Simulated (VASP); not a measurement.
Wanted: the native input for a VASP 6.6.1 run.

```
Task                   : relaxation of cell and atoms
Functional             : PBE
Potentials or basis    : VASP PAW PBE potentials, release 64 (Al, N)
Cutoff                 : 600 eV
k mesh                 : 10 × 10 × 6
Occupations            : gaussian, width 0.02 eV
Spin                   : no spin polarisation
Dipole correction      : no
Further INCAR settings : ALGO = Normal; EDIFF = 1e-06; IBRION = 2; EDIFFG = -0.01; NSW = 100; ISIF = 3
```

The structure of AlN lies in POSCAR:

```
AlN
1.0
    2.6924269561      0.0000000000      0.0000000000
    0.0000000000      2.6924269561      0.0000000000
    0.0000000000      0.0000000000      4.5240706379
Al N
1 1
Direct
    0.5000000000      0.5000000000      0.0000000000
    0.0000000000      0.0000000000      0.0000000000
```

The input as run:

INCAR

```
SYSTEM = AlN
ALGO = Normal
EDIFF = 1E-6
EDIFFG = -0.01
ENCUT = 600
GGA = PE
IBRION = 2
ISIF = 3
ISMEAR = 0
LASPH = .True.
LCHARG = .False.
LREAL = .False.
LWAVE = .False.
NELM = 100
NSW = 100
PREC = Accurate
SIGMA = 0.02
```

KPOINTS

```
k-points
0
Gamma
  10 10 6
  0 0 0
```

Potentials or basis: VASP PAW PBE potentials, release 64 (Al, N).

Run with:

```bash
$ cat potpaw_PBE.64/Al/POTCAR potpaw_PBE.64/N/POTCAR > POTCAR
$ mpirun -np 1 vasp_std > vasp.out
```

Results of the run:

```
Relaxed volume                         : 17.05 Å³/atom
Relaxed cell                           : a = 2.691 Å, b = 2.691 Å, c = 4.707 Å, α = 90.00°, β = 90.00°, γ = 90.00°
Space group after relaxing (to 0.05 Å) : P4/mmm (No. 123)
Energy gained by relaxing              : 0.5 meV/atom
Ionic steps                            : 8
Pressure after relaxing                : 0.0 GPa
Band gap on the k mesh                 : 0.83 eV, indirect (least direct gap 1.80 eV)
```

Wall time 2.8 min on 1 thread of AMD EPYC 7R13 Processor (Zen 3) (shared host), peak memory 0.14 GiB.
